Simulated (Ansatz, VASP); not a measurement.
**WSe2 in VASP and in Ansatz**

The input POSCAR:

```
WSe2
1.0
    3.2997380709      0.0000000000      0.0000000000
   -1.6498690355      2.8576569952      0.0000000000
    0.0000000000      0.0000000000     13.1496949692
W Se
2 4
Direct
    0.6666666667      0.3333333333      0.2500115869
    0.3333333333      0.6666666667      0.7499884131
    0.3333333333      0.6666666667      0.3766659110
    0.6666666667      0.3333333333      0.8766428987
    0.3333333333      0.6666666667      0.1233571013
    0.6666666667      0.3333333333      0.6233340890
```

Contents of INCAR.step1:

```
SYSTEM = WSe2
PREC = Accurate
ENCUT = 520
ISMEAR = 0
SIGMA = 0.01
LREAL = .False.
LASPH = .True.
NELM = 60
NBANDS = 35
GGA = PE
ALGO = Normal
EDIFF = 1E-4
LWAVE = .True.
LCHARG = .False.
```

Contents of INCAR.step2:

```
SYSTEM = WSe2
PREC = Accurate
ENCUT = 520
EDIFF = 1E-7
ISMEAR = 0
SIGMA = 0.01
LREAL = .False.
LASPH = .True.
NELM = 60
ALGO = Normal
ISIF = 2
LWAVE = .False.
LCHARG = .False.
METAGGA = R2SCAN
LMIXTAU = .True.
NBANDS = 35
ISTART = 1
```

KPOINTS

```
regular mesh
0
Gamma
  12 12 2
  0 0 0
```

Input for Ansatz:

```yaml
crystal:
  lattice:
    - [3.2997380709, 0.0, 0.0]
    - [-1.6498690355, 2.8576569952, 0.0]
    - [0.0, 0.0, 13.1496949692]
  atoms:
    - { symbol: W, position: [0.6666666667, 0.3333333333, 0.2500115869] }
    - { symbol: W, position: [0.3333333333, 0.6666666667, 0.7499884131] }
    - { symbol: Se, position: [0.3333333333, 0.6666666667, 0.376665911] }
    - { symbol: Se, position: [0.6666666667, 0.3333333333, 0.8766428987] }
    - { symbol: Se, position: [0.3333333333, 0.6666666667, 0.1233571013] }
    - { symbol: Se, position: [0.6666666667, 0.3333333333, 0.623334089] }
kpoints:
  mp_grid: { grid: [12, 12, 2] }
  band_path:
    path:
      - [0.0, 0.0, 0.0]
      - [0.5, 0.0, 0.0]
      - [0.3333333333, 0.3333333333, 0.0]
      - [0.0, 0.0, 0.5]
      - [0.5, 0.0, 0.5]
      - [0.3333333333, 0.3333333333, 0.5]
      - [0.179687, 0.179688, 0.0]
    npoints: 1
hamiltonian:
  xc: r2scan
scf:
  occupations: { method: fixed }
  n_extra_bands: 5
output:
  forces: true
  stress: true
  eigenvalues: true
```

Alike in both runs: task single point; functional r2SCAN; k mesh 12 × 12 × 2; no spin polarisation.

|  | VASP | Ansatz |
| --- | --- | --- |
| version | VASP 6.6.1 | Ansatz 0.2.0 |
| potentials or method | VASP PAW PBE potentials, release 64 (W_sv, Se) | plane waves, PAW |
| plane-wave cutoff (eV) | 520 | 500 |
| occupations | gaussian, width 0.01 eV | fixed |
| valence electrons in the cell | 52 | 92 |

VASP gave:

| Item | Value |
| --- | --- |
| gap on the k mesh at the Fermi level (eV) | 1.16 |
| pressure (GPa) | 1.6 |
| traceless stress, the component that is largest in VASP (GPa) | -0.07 |
| rms of the force components (eV/Å) | 0.003 |

Problem. Which values does Ansatz return?

Solution. gap on the k mesh at the Fermi level (eV): 1.17; pressure (GPa): 1.3; traceless stress, the component that is largest in VASP (GPa): -0.11; rms of the force components (eV/Å): 0.018.

VASP's potentials were made for PBE, not for r2SCAN. Atom by atom the forces differ by 0.021 eV/Å (rms over components). VASP's potentials hold 52 valence electrons a cell and Ansatz's 92, so a difference there can come from the potentials and not from the codes.

Spin-orbit coupling is off throughout.
